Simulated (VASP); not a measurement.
Input of a VASP 6.6.1 run:

File INCAR:

```
SYSTEM = Ru
PREC = Accurate
ENCUT = 520
EDIFF = 1E-6
ISMEAR = 0
SIGMA = 0.1
LREAL = .FALSE.
LASPH = .TRUE.
NELM = 100
ALGO = Fast
ISIF = 2
LWAVE = .FALSE.
LCHARG = .FALSE.
LDIPOL = .TRUE.
IDIPOL = 3
DIPOL = 0.5 0.5 0.500
GGA = PE
NBANDS = 51
```

The input KPOINTS:

```
regular mesh
0
G
  15 15 1
  0 0 0
```

POSCAR

```
Ru
1.0
    2.7199966806      0.0000000000      0.0000000000
   -1.3599983403      2.3555862236      0.0000000000
    0.0000000000      0.0000000000     25.7419270485
Ru
6
Direct
    0.6666666667      0.3333333333      0.2913534789
    0.3333333333      0.6666666667      0.3748120874
    0.6666666667      0.3333333333      0.4582706958
    0.3333333333      0.6666666667      0.5417293042
    0.6666666667      0.3333333333      0.6251879126
    0.3333333333      0.6666666667      0.7086465211
```

Potentials or basis: VASP PAW PBE potentials, release 64 (Ru_pv).

Command:

```bash
$ cat potpaw_PBE.64/Ru_pv/POTCAR > POTCAR
$ mpirun -np 1 vasp_std > vasp.out
```

Question: What does it give for the band gap on the k mesh?

Answer: Zero (band 42 reaches 5.16 eV, above the bottom of band 43 at 2.72 eV).

Question: Estimate the largest force.

Answer: 0.788 eV/Å.

Forces in eV/Å, atoms in the order of the input:
```
Ru   0.000  0.000  0.788
Ru   0.000  0.000 -0.686
Ru   0.000  0.000 -0.312
Ru   0.000  0.000  0.312
Ru   0.000  0.000  0.686
Ru   0.000  0.000 -0.788
```
